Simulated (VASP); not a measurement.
Wanted: the native input for a VASP 6.6.1 run.

```yaml
Task: single point
Functional: PBE
Potentials_or_basis: VASP PAW PBE potentials, release 64 (B, As)
Cutoff: 520 eV
k_mesh: 10 × 10 × 10
Occupations: gaussian, width 0.01 eV
Spin: no spin polarisation
Dipole_correction: no
Further_INCAR_settings: ALGO = Normal; EDIFF = 1e-06; NBANDS = 11
```

The structure of BAs lies in POSCAR:

```
BAs
1.0
    0.0000000000      2.4046443039      2.4046443039
    2.4046443039      0.0000000000      2.4046443039
    2.4046443039      2.4046443039      0.0000000000
B As
1 1
Direct
    0.0000000000      0.0000000000      0.0000000000
    0.7500000000      0.7500000000      0.7500000000
```

These files were run (other wordings do the same):

INCAR

```
  PREC = Accurate
  ENCUT = 520
  EDIFF = 1E-6
  ISMEAR = 0
  SIGMA = 0.01
  LREAL = F
  LASPH = T
  NELM = 100
  ALGO = Normal
  ISIF = 2
  LWAVE = F
  LCHARG = F
  GGA = PE
  NBANDS = 11
```

KPOINTS

```
Automatic mesh
0
Gamma
  10 10 10
```

Potentials or basis: VASP PAW PBE potentials, release 64 (B, As).

Launch:

```bash
$ cat potpaw_PBE.64/B/POTCAR potpaw_PBE.64/As/POTCAR > POTCAR
$ mpirun -np 1 vasp_std > vasp.out
```

Results of the run:

| Quantity | Value |
| --- | --- |
| Pressure | 0.6 GPa |
| Band gap on the k mesh | 1.20 eV, indirect (least direct gap 3.25 eV) |

Wall time 7.1 s on 1 thread of Intel(R) Xeon(R) 6975P-C (Granite Rapids), on a shared host, peak memory 0.16 GiB.
